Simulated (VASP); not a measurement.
# Na2S (Fm-3m) in VASP: settings compared

The runs below take Na2S through single point, with PBE-based global hybrid with 5 % exact exchange, PBE-based screened hybrid with 10 % exact exchange, r2SCAN50.

Everything below comes from runs of VASP 6.6.1. Logs are shortened: lines on timing, memory, paths and dates and some standing lists are left out, and cuts for length are marked.

## Step 1: The cell of the first run

It takes space group Fm-3m (No. 225, cubic). The conventional cell has a = 6.511 Å, b = 6.511 Å, c = 6.511 Å, α = 90.00°, β = 90.00°, γ = 90.00°. Within 3.7 Å of S (site symmetry m-3m) lie 8 Na at 2.82 Å. Within 3.7 Å of Na (site symmetry -43m) lie 4 S at 2.82 Å and 6 Na at 3.26 Å.

## Step 2: Single point, PBE-based global hybrid with 5 % exact exchange

The input, POSCAR:

```
Na2S
1.0
    0.0000000000      3.2554324508      3.2554324508
    3.2554324508      0.0000000000      3.2554324508
    3.2554324508      3.2554324508      0.0000000000
S Na
1 2
Direct
    0.0000000000      0.0000000000      0.0000000000
    0.2500000000      0.2500000000      0.2500000000
    0.7500000000      0.7500000000      0.7500000000
```

The input, INCAR.step1:

```
PREC = Accurate ; ENCUT = 400
EDIFF = 1E-5 ; ISMEAR = 0
SIGMA = 0.01 ; LREAL = False
LASPH = True ; NELM = 120
ALGO = Normal ; ISIF = 2
LWAVE = True ; LCHARG = False
NBANDS = 17 ; GGA = PE
GGA_COMPAT = False
```

The input, INCAR.step2:

```
PREC = Accurate ; ENCUT = 400
EDIFF = 1E-6 ; ISMEAR = 0
SIGMA = 0.01 ; LREAL = False
LASPH = True ; NELM = 120
ALGO = Normal ; ISIF = 2
LWAVE = False ; LCHARG = False
GGA = PE ; LHFCALC = True
AEXX = 0.05 ; PRECFOCK = Normal
NBANDS = 17 ; ISTART = 1
GGA_COMPAT = False
```

The input, KPOINTS:

```
Automatic mesh
0
Gamma
  4 4 4
```

Potentials or basis: VASP PAW PBE potentials, release 64 (S, Na_pv).

Started as:

```
> cat potpaw_PBE.64/S/POTCAR potpaw_PBE.64/Na_pv/POTCAR > POTCAR
> cp INCAR.step1 INCAR
> mpirun -np 1 vasp_std > vasp.out
> cp INCAR.step2 INCAR
> mpirun -np 1 vasp_std > vasp.out
```

OUTCAR:

```text
PREC = Accurate
   ENCUT = 400
   EDIFF = 1E-6
   ISMEAR = 0
   LREAL = False
   LASPH = True
   NELM = 120
   ISIF = 2
   GGA = PE
   LHFCALC = True
   AEXX = 0.05
   PRECFOCK = Normal
   ISTART = 1

 ion  position               nearest neighbor table
   1  0.000  0.000  0.000-
   2  0.250  0.250  0.250-
   3  0.750  0.750  0.750-

  LATTYP: Found a face centered cubic cell.
 ALAT       =     6.5108649016

  Lattice vectors:

 A1 = (   0.0000000000,   3.2554324508,   3.2554324508)
 A2 = (   3.2554324508,   0.0000000000,   3.2554324508)
 A3 = (   3.2554324508,   3.2554324508,   0.0000000000)

Analysis of symmetry for initial positions (statically):
=====================================================================
 Subroutine PRICEL returns:
 Original cell was already a primitive cell.

 Routine SETGRP: Setting up the symmetry group for a
 face centered cubic supercell.

 Subroutine GETGRP returns: Found 48 space group operations
 (whereof 48 operations were pure point group operations)
 out of a pool of 48 trial point group operations.

The static configuration has the point symmetry O_h .

Analysis of symmetry for dynamics (positions and initial velocities):
=====================================================================
 Subroutine PRICEL returns:
 Original cell was already a primitive cell.

 Routine SETGRP: Setting up the symmetry group for a
 face centered cubic supercell.

 Subroutine GETGRP returns: Found 48 space group operations
 (whereof 48 operations were pure point group operations)
 out of a pool of 48 trial point group operations.

The dynamic configuration has the point symmetry O_h .

 Subroutine INISYM returns: Found 48 space group operations
 (whereof 48 operations are pure point group operations),
 and found     1 'primitive' translations

----------------------------------------------------------------------------------------

                                     Primitive cell

  volume of cell :      69.0011

  direct lattice vectors                    reciprocal lattice vectors
     0.000000000  3.255432451  3.255432451    -0.153589426  0.153589426  0.153589426
     3.255432451  0.000000000  3.255432451     0.153589426 -0.153589426  0.153589426
     3.255432451  3.255432451  0.000000000     0.153589426  0.153589426 -0.153589426

  length of vectors
     4.603876723  4.603876723  4.603876723     0.266024689  0.266024689  0.266024689

[... 73 lines left out ...]
   POTIM  = 0.5000    time-step for ionic-motion
   TEBEG  =    0.0;   TEEND  =   0.0 temperature during run
   PSTRESS=    0.0 pullay stress
   NELECT =      20.0000    total number of electrons
   NUPDOWN=      -1.0000    fix difference up-down
   EMIN   =  10.00;   EMAX   =-10.00  energy-range for DOS
   EFERMI =   0.00;   METHOD = LEGACY
   ISMEAR =     0;   SIGMA  =   0.01  broadening in eV -4-tet -1-fermi 0-gaus
   EFERMI_NEDOS =   21; number of points for ismear=-14 and -15
   IALGO  =     38    algorithm
   IMIX   =      1    mixing-type and parameters
     AMIX     =   0.40;   BMIX     =  1.00
     AMIX_MAG =   1.60;   BMIX_MAG =  1.00
  volume/ion in A,a.u.               =      23.00       155.21
  Fermi-wavevector in a.u.,A,eV,Ry     =   1.083427  2.047379 15.970697  1.173813
  Thomas-Fermi vector in A             =   2.219492
   LORBIT       =      0    0 simple, 1 ext, 2 COOP (PROOUT), +10 PAW based schemes
   GGA     = PE    functional components
   LHFCALC =     T    Hartree Fock is set to
   PRECFOCK=normal    Normal, Fast or Accurate (Low or Medium for compatibility)
   ENCUT4O =  -1.0   cutoff for four orbital integrals eV
   NKREDX  =     1    reduce k-point grid by
   NKREDY  =     1    reduce k-point grid by
   NKREDZ  =     1    reduce k-point grid by
   AEXX    =    0.0500 exact exchange contribution
   HFSCREEN=    0.0000 screening length (either q_TF or 0.3 A-1)
   HFSCREENC=   0.0000 screening length for correlation (either q_TF or 0.3 A-1)
   ENCUTFOCK=  -1.0 apply spherical cutoff to Coloumb kernel
   IVDW    =     0    specifies the selected vdW correction
   LEPSILON=     F    determine dielectric tensor
   LRPA    =     F    only Hartree local field effects (RPA)
 non-spin polarized calculation
 Gauss-broadening in eV      SIGMA  =   0.01
  energy-cutoff  :      400.00
  volume of cell :       69.00
 maximum number of plane-waves:      1283
  NGX = 24; NGY = 24; NGZ = 24

 number of electron      19.9999976 magnetization

 Free energy of the ion-electron system (eV)
  ---------------------------------------------------
  ext. energy  EPLUGINS =         0.00000000
  ---------------------------------------------------
  free energy    TOTEN  =       -10.45042758 eV

  energy without entropy =      -10.45042758  energy(sigma->0) =      -10.45042758

 E-fermi :   0.1529     XC(G=0):  -7.5398

 val. band max:        0.0306656013   @ k =   0.0000   0.0000   0.0000
 cond. band min:       2.8902810477   @ k =   0.0000   0.0000   0.0000
 fundamental gap:      2.8596154464
 Fermi energy:         0.1529237044

 k-point     1 :       0.0000    0.0000    0.0000
  band No.  band energies     occupation
      1     -22.6534      2.00000
      2     -22.6534      2.00000
      3     -22.6534      2.00000
      4     -22.5980      2.00000
      5     -22.5980      2.00000
      6     -22.5980      2.00000
[... 137 lines left out ...]
      4     -22.6279      2.00000
      5     -22.5875      2.00000
      6     -22.5868      2.00000
[... 9 lines left out ...]
     16      11.1135      0.00000
     17      12.5171      0.00000

------------------------ aborting loop because EDIFF is reached ----------------------------------------

  FORCE on cell =-STRESS in cart. coord.  units (eV):
  Direction    XX          YY          ZZ          XY          YZ          ZX
  --------------------------------------------------------------------------------------
  -------------------------------------------------------------------------------------
  Total        0.2168179      0.2168179      0.2168179     -0.0000000      0.0000000      0.0000000
  in kB        5.0344221      5.0344221      5.0344221     -0.0000000      0.0000000      0.0000000
  external PRESSURE =       5.0344221 kB  Pullay stress =       0.0000000 kB

 VOLUME and BASIS-vectors are now :
 -----------------------------------------------------------------------------
  energy-cutoff  :      400.00
  volume of cell :       69.00
      direct lattice vectors                 reciprocal lattice vectors
     0.000000000  3.255432451  3.255432451    -0.153589426  0.153589426  0.153589426
     3.255432451  0.000000000  3.255432451     0.153589426 -0.153589426  0.153589426
     3.255432451  3.255432451  0.000000000     0.153589426  0.153589426 -0.153589426

 POSITION                                       TOTAL-FORCE (eV/Angst)
 -----------------------------------------------------------------------------------
      0.00000      0.00000      0.00000        -0.000000      0.000000     -0.000000
      1.62772      1.62772      1.62772        -0.000000      0.000000      0.000000
      4.88315      4.88315      4.88315         0.000000     -0.000000      0.000000
 -----------------------------------------------------------------------------------
    total drift:                               -0.000000     -0.000000     -0.000001

  FREE ENERGIE OF THE ION-ELECTRON SYSTEM (eV)
  ---------------------------------------------------
  free  energy   TOTEN  =       -10.4504275764 eV

  energy  without entropy=      -10.4504275764  energy(sigma->0) =      -10.45042758
```

It took 3.5 min on 1 thread of Intel Xeon Platinum 8259CL at 2.50GHz (Skylake/Cascade Lake), shared host; peak memory 0.17 GiB.

What came out:

* Free energy: -10.4504 eV
* Pressure: 0.5 GPa
* Band gap on the k mesh: 2.86 eV

Levels at points of the mesh, in eV from the valence-band top:
```tsv
k point	band 6	band 7	band 8	band 9	band 10	band 11	band 12	band 13	band 14	band 15
(0.00, 0.00, 0.00)	-22.63	-10.38	0.00	0.00	0.00	2.86	8.17	8.17	8.17	9.78
(0.50, 0.00, 0.00)	-22.66	-10.12	-1.70	-0.14	-0.14	5.21	6.87	7.55	7.55	11.71
(0.50, 0.50, 0.00)	-22.61	-10.04	-1.52	-0.47	-0.47	4.17	6.42	8.99	10.27	10.27
```

Caveat: the structure was generated, so it needn't be the stable form of Na2S; the PAW data sets were made with another functional, which shifts forces and pressure a little.

## Step 3: Single point, PBE-based screened hybrid with 10 % exact exchange

POSCAR is that of step 2.

The input, INCAR.step1:

```
SYSTEM = Na2S
ALGO = Normal
EDIFF = 1E-5
ENCUT = 400
GGA = PE
GGA_COMPAT = .FALSE.
ISIF = 2
ISMEAR = 0
LASPH = .TRUE.
LREAL = .FALSE.
LWAVE = .TRUE.
NBANDS = 17
NELM = 120
PREC = Accurate
SIGMA = 0.01
```

The input, INCAR.step2:

```
SYSTEM = Na2S
AEXX = 0.1
ALGO = Normal
EDIFF = 1E-6
ENCUT = 400
GGA = PE
GGA_COMPAT = .FALSE.
HFSCREEN = 0.1
ISIF = 2
ISMEAR = 0
ISTART = 1
LASPH = .TRUE.
LCHARG = .TRUE.
LELF = .TRUE.
LHFCALC = .TRUE.
LREAL = .FALSE.
LVHAR = .TRUE.
LWAVE = .FALSE.
NBANDS = 17
NELM = 120
PREC = Accurate
PRECFOCK = Normal
SIGMA = 0.01
```

The input, KPOINTS:

```
k-points
0
G
  4 4 4
  0 0 0
```

Potentials or basis: VASP PAW PBE potentials, release 64 (S, Na_pv).

Started as:

```
> cat potpaw_PBE.64/S/POTCAR potpaw_PBE.64/Na_pv/POTCAR > POTCAR
> cp INCAR.step1 INCAR
> mpirun -np 1 vasp_std > vasp.out
> cp INCAR.step2 INCAR
> mpirun -np 1 vasp_std > vasp.out
```

It took 4.1 min on 1 thread of Intel Xeon Platinum 8259CL at 2.50GHz (Skylake/Cascade Lake), shared host; peak memory 0.26 GiB.

The run converged. Its results:

* Free energy: -10.7454 eV
* Pressure: 0.4 GPa
* Band gap on the k mesh: 3.04 eV

Levels at points of the mesh, in eV from the valence-band top:
```csv
k point,band 6,band 7,band 8,band 9,band 10,band 11,band 12,band 13,band 14,band 15
"(0.00, 0.00, 0.00)",-23.10,-10.60,0.00,0.00,0.00,3.04,8.40,8.40,8.40,10.03
"(0.50, 0.00, 0.00)",-23.13,-10.33,-1.73,-0.14,-0.14,5.42,7.08,7.76,7.76,11.97
"(0.50, 0.50, 0.00)",-23.08,-10.25,-1.54,-0.49,-0.49,4.35,6.63,9.25,10.52,10.52
```

Caveat: the structure was generated, so it needn't be the stable form of Na2S; the PAW data sets were made with another functional, which shifts forces and pressure a little.

## Step 4: Single point, r2SCAN50

POSCAR is that of step 3.

The input, INCAR.step1:

```
SYSTEM = Na2S
ALGO = Normal
EDIFF = 1E-5
ENCUT = 440
GGA = PE
GGA_COMPAT = .False.
ISIF = 2
ISMEAR = 0
LASPH = .True.
LREAL = .False.
LWAVE = .True.
NBANDS = 17
NELM = 120
PREC = Accurate
SIGMA = 0.01
```

The input, INCAR.step2:

```
SYSTEM = Na2S
AEXX = 0.5
ALGO = Normal
EDIFF = 1E-6
ENCUT = 440
GGA_COMPAT = .False.
ISIF = 2
ISMEAR = 0
ISTART = 1
LASPH = .True.
LCHARG = .True.
LELF = .True.
LHFCALC = .True.
LMIXTAU = .True.
LREAL = .False.
LVHAR = .True.
LWAVE = .False.
METAGGA = R2SCAN
NBANDS = 17
NELM = 120
PREC = Accurate
PRECFOCK = Normal
SIGMA = 0.01
```

The input, KPOINTS:

```
k-points
0
Gamma
  4 4 4
  0 0 0
```

Potentials or basis: VASP PAW PBE potentials, release 64 (S, Na_pv).

Started as:

```
> cat potpaw_PBE.64/S/POTCAR potpaw_PBE.64/Na_pv/POTCAR > POTCAR
> cp INCAR.step1 INCAR
> mpirun -np 1 vasp_std > vasp.out
> cp INCAR.step2 INCAR
> mpirun -np 1 vasp_std > vasp.out
```

OUTCAR:

```text
SYSTEM = Na2S
   AEXX = 0.5
   EDIFF = 1E-6
   ENCUT = 440
   ISIF = 2
   ISMEAR = 0
   ISTART = 1
   LASPH = .True.
   LHFCALC = .True.
   LREAL = .False.
   METAGGA = R2SCAN
   NELM = 120
   PREC = Accurate
   PRECFOCK = Normal

 ion  position               nearest neighbor table
   1  0.000  0.000  0.000-
   2  0.250  0.250  0.250-
   3  0.750  0.750  0.750-

  LATTYP: Found a face centered cubic cell.
 ALAT       =     6.5108649016

  Lattice vectors:

 A1 = (   0.0000000000,   3.2554324508,   3.2554324508)
 A2 = (   3.2554324508,   0.0000000000,   3.2554324508)
 A3 = (   3.2554324508,   3.2554324508,   0.0000000000)

Analysis of symmetry for initial positions (statically):
=====================================================================
 Subroutine PRICEL returns:
 Original cell was already a primitive cell.

 Routine SETGRP: Setting up the symmetry group for a
 face centered cubic supercell.

 Subroutine GETGRP returns: Found 48 space group operations
 (whereof 48 operations were pure point group operations)
[... 154 lines left out ...]

  energy without entropy =      -19.35949169  energy(sigma->0) =      -19.35949169

 E-fermi :  -2.0256     XC(G=0):  -4.7113

 val. band max:       -2.0798754131   @ k =   0.0000   0.0000   0.0000
 cond. band min:       3.9369145370   @ k =   0.0000   0.0000   0.0000
 fundamental gap:      6.0167899502
 Fermi energy:        -2.0255526034

 k-point     1 :       0.0000    0.0000    0.0000
  band No.  band energies     occupation
      1     -29.3717      2.00000
      2     -29.3717      2.00000
      3     -29.3717      2.00000
      4     -29.3242      2.00000
      5     -29.3242      2.00000
      6     -29.3242      2.00000
[... 137 lines left out ...]
      4     -29.3505      2.00000
      5     -29.3146      2.00000
      6     -29.3139      2.00000
[... 9 lines left out ...]
     16      12.8769      0.00000
     17      14.4196      0.00000

------------------------ aborting loop because EDIFF is reached ----------------------------------------

  FORCE on cell =-STRESS in cart. coord.  units (eV):
  Direction    XX          YY          ZZ          XY          YZ          ZX
  --------------------------------------------------------------------------------------
  -------------------------------------------------------------------------------------
  Total       -0.2957705     -0.2957705     -0.2957705     -0.0000000      0.0000000     -0.0000000
  in kB       -6.8676702     -6.8676702     -6.8676702     -0.0000000      0.0000000     -0.0000000
  external PRESSURE =      -6.8676702 kB  Pullay stress =       0.0000000 kB

 VOLUME and BASIS-vectors are now :
 -----------------------------------------------------------------------------
  energy-cutoff  :      440.00
  volume of cell :       69.00
      direct lattice vectors                 reciprocal lattice vectors
     0.000000000  3.255432451  3.255432451    -0.153589426  0.153589426  0.153589426
     3.255432451  0.000000000  3.255432451     0.153589426 -0.153589426  0.153589426
     3.255432451  3.255432451  0.000000000     0.153589426  0.153589426 -0.153589426

 POSITION                                       TOTAL-FORCE (eV/Angst)
 -----------------------------------------------------------------------------------
      0.00000      0.00000      0.00000        -0.000000      0.000000      0.000000
      1.62772      1.62772      1.62772         0.000000      0.000000      0.000000
      4.88315      4.88315      4.88315        -0.000000     -0.000000     -0.000000
 -----------------------------------------------------------------------------------
    total drift:                               -0.000000     -0.000000     -0.000000

  FREE ENERGIE OF THE ION-ELECTRON SYSTEM (eV)
  ---------------------------------------------------
  free  energy   TOTEN  =       -19.3594916873 eV

  energy  without entropy=      -19.3594916873  energy(sigma->0) =      -19.35949169
```

OUTCAR.step1:

```text
SYSTEM = Na2S
   EDIFF = 1E-5
   ENCUT = 440
   GGA = PE
   ISIF = 2
   ISMEAR = 0
[... 366 lines left out ...]
      0.00000      0.00000      0.00000         0.000000      0.000000     -0.000000
      1.62772      1.62772      1.62772        -0.000000      0.000000      0.000000
      4.88315      4.88315      4.88315         0.000000     -0.000000     -0.000000
 -----------------------------------------------------------------------------------
    total drift:                               -0.000000     -0.000000      0.000000

  FREE ENERGIE OF THE ION-ELECTRON SYSTEM (eV)
  ---------------------------------------------------
  free  energy   TOTEN  =        -9.9670856625 eV

  energy  without entropy=       -9.9670856625  energy(sigma->0) =       -9.96708566
```

Wall time 8 min (1 thread of Intel Xeon Platinum 8259CL at 2.50GHz (Skylake/Cascade Lake), shared host); peak memory 0.19 GiB.

What came out:

* Free energy: -19.3595 eV
* Pressure: -0.7 GPa
* Band gap on the k mesh: 6.02 eV

Caveat: the structure was generated, so it needn't be the stable form of Na2S; the PAW data sets were made with another functional, which shifts forces and pressure a little.

## Step 5: Summary

```csv
level,cutoff (eV),share of exact exchange,screening parameter,gap on the mesh (eV),pressure (GPa)
PBE-based global hybrid with 5 % exact exchange,400,0.05,-,2.86,0.5
PBE-based screened hybrid with 10 % exact exchange,400,0.1,0.1 1/Å,3.04,0.4
r2SCAN50,440,0.5,-,6.02,-0.7
```

Alike in all rows: task single point; potentials or basis VASP PAW PBE potentials, release 64 (S, Na_pv); no spin polarisation; cell as given; k mesh 4 × 4 × 4; smearing gaussian 0.01 eV.

On the cell as given the gap runs from 2.86 eV (PBE-based global hybrid with 5 % exact exchange) to 6.02 eV (r2SCAN50). The pressure there spans -0.7 GPa (r2SCAN50) to 0.5 GPa (PBE-based global hybrid with 5 % exact exchange); a positive pressure means that this level wants a larger cell, a negative one a smaller.

Caveats: the structure was generated, so it needn't be the stable form of Na2S; the PAW data sets were made with another functional, which shifts forces and pressure a little.

Total energies depend on the potentials used, so only differences within one code and one set of settings carry meaning.
